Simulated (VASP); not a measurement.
Cu, 2 atoms in the cell. The structure is hexagonal, space group P6_3/mmc (No. 194). Conventional cell: a = 2.413 Å, b = 2.413 Å, c = 3.974 Å, α = 90.00°, β = 90.00°, γ = 120.00°. Cu (site symmetry -6m2) has 12 Cu at 2.41 to 2.43 Å within 3.2 Å.  This cell differs from its parent crystal: volume scaled by 0.92.

| Item | Value |
| --- | --- |
| Program | VASP 6.6.1 |
| Task | single point |
| Functional | LDA |
| Potentials or basis | VASP PAW LDA potentials, release 64 (Cu) |
| Cutoff | 520 eV |
| k mesh | 17 × 17 × 10 |
| Occupations | fermi-dirac, width 0.1 eV |
| Spin | no spin polarisation |
| Dipole correction | no |
| Further INCAR settings | ALGO = Normal; EDIFF = 1e-07; NBANDS = 18 |

Potentials or basis: VASP PAW LDA potentials, release 64 (Cu).

Run with:

```bash
$ cat potpaw_LDA.64/Cu/POTCAR > POTCAR
$ mpirun -np 1 vasp_std > vasp.out
```

Hardware: 1 thread of Intel Xeon 6975P-C, on a shared host.

Q: How long does it take, and how much memory?

A: Run time: 42 s on 1 thread of Intel Xeon 6975P-C, on a shared host, peak memory 0.16 GiB. Counts: scf iterations 12, k points 198.
